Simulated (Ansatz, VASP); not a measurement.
## CrPS3: VASP beside Ansatz

Contents of INCAR:

```
  ALGO = Normal
  EDIFF = 1E-6
  ENCUT = 520
  GGA = PE
  ISIF = 2
  ISMEAR = 0
  ISPIN = 2
  LASPH = True
  LCHARG = False
  LMAXMIX = 4
  LORBIT = 11
  LREAL = False
  LWAVE = False
  MAGMOM = 3 0 0 0 0
  NBANDS = 30
  NELM = 150
  PREC = Accurate
  SIGMA = 0.1
```

Contents of KPOINTS:

```
k-points
0
Gamma
  4 4 4
```

File POSCAR:

```
CrPS3
1.0
    4.4838129600      0.0000000000      0.0000000000
    0.0000000000      4.4838129600      0.0000000000
    0.0000000000      0.0000000000      4.4838129600
Cr P S
1 1 3
Direct
    0.0000000000      0.0000000000      0.0000000000
    0.5000000000      0.5000000000      0.5000000000
    0.5000000000      0.0000000000      0.0000000000
    0.0000000000      0.5000000000      0.0000000000
    0.0000000000      0.0000000000      0.5000000000
```

Input for Ansatz:

```yaml
crystal:
  lattice:
    - [4.48381296, 0.0, 0.0]
    - [0.0, 4.48381296, 0.0]
    - [0.0, 0.0, 4.48381296]
  atoms:
    - { symbol: Cr, position: [0.0, 0.0, 0.0], spin: 3.0 }
    - { symbol: P, position: [0.5, 0.5, 0.5] }
    - { symbol: S, position: [0.5, 0.0, 0.0] }
    - { symbol: S, position: [0.0, 0.5, 0.0] }
    - { symbol: S, position: [0.0, 0.0, 0.5] }
basis:
  ecutwfc: 420
kpoints:
  mp_grid: { grid: [4, 4, 4] }
hamiltonian:
  xc: pbe
scf:
  occupations: { method: gaussian, width: 0.1 }
  lower_state_search: "off"
output:
  forces: true
  stress: true
  eigenvalues: true
  populations: true
magnetization:
  spin_polarized: true
```

Change from the starting cell: species swapped into the MgAgF3 type (Pm-3m, No. 221).

Alike in both runs: task single point; functional PBE; k mesh 4 × 4 × 4; occupations gaussian, width 0.1 eV; collinear spin.

```csv
,VASP,Ansatz
version,VASP 6.6.1,Ansatz 0.2.0
potentials or method,"VASP PAW PBE potentials, release 64 (Cr_pv, P, S), cutoff 520 eV","scalar-relativistic, plane waves, PAW"
valence electrons in the cell,35,37
```

VASP gave:

```
gap on the k mesh at the Fermi level (eV)                     : none
pressure (GPa)                                                : -0.6
net moment per atom (μB)                                      : 0.38
size of the moment on the site where the two differ most (μB) : 1.68
```

**Question.** Estimate Ansatz's values.

**Answer.** gap on the k mesh at the Fermi level (eV): none; pressure (GPa): -0.4; net moment per atom (μB): 0.36; size of the moment on the site where the two differ most (μB): 1.51.

Site moments also hang on the region over which each program counts them. A gap of «none» marks a metal or a gap that the smearing closes. The functional is the same, so the differences come from potentials, cutoffs and numerics. VASP's potentials hold 35 valence electrons a cell and Ansatz's 37, so a difference there can come from the potentials and not from the codes.
